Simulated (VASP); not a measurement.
Here is a VASP 6.6.1 calculation.

Contents of POSCAR:

```
MgO
1.0
    0.0000000000      2.1790000000      2.1790000000
    2.1790000000      0.0000000000      2.1790000000
    2.1790000000      2.1790000000      0.0000000000
Mg O
1 1
Direct
    0.0000000000      0.0000000000      0.0000000000
    0.5000000000      0.5000000000      0.5000000000
```

File INCAR.step1:

```
SYSTEM = MgO
  ALGO = Normal
  EDIFF = 1E-5
  ENCUT = 920
  GGA = PE
  GGA_COMPAT = .False.
  ISMEAR = 0
  LASPH = .True.
  LCHARG = .False.
  LREAL = .False.
  LWAVE = .True.
  NBANDS = 15
  NELM = 120
  PREC = Accurate
  SIGMA = 0.02
```

File INCAR.step2:

```
SYSTEM = MgO
  ALGO = Normal
  EDIFF = 1E-6
  ENCUT = 920
  GGA_COMPAT = .False.
  ISIF = 2
  ISMEAR = 0
  ISTART = 1
  LASPH = .True.
  LCHARG = .False.
  LMIXTAU = .True.
  LREAL = .False.
  LWAVE = .False.
  METAGGA = R2SCAN
  NBANDS = 15
  NELM = 120
  PREC = Accurate
  SIGMA = 0.02
```

Contents of KPOINTS:

```
k-points
0
Gamma
  8 8 8
  0 0 0
```

Potentials or basis: VASP PAW PBE potentials, release 64 (Mg_sv, O).

Run with:

```console
$ cat potpaw_PBE.64/Mg_sv/POTCAR potpaw_PBE.64/O/POTCAR > POTCAR
$ cp INCAR.step1 INCAR
$ mpirun -np 1 vasp_std > vasp.out
$ cp INCAR.step2 INCAR
$ mpirun -np 1 vasp_std > vasp.out
```

Predict the band gap on the k mesh.

4.68 eV.

What does it give for the pressure?

-14.0 GPa.

Caveat: the cell stands under tension; the PAW data sets were made with another functional, which shifts forces and pressure a little. r2SCAN opens gaps a little over a GGA but as a rule still falls short of measured ones.
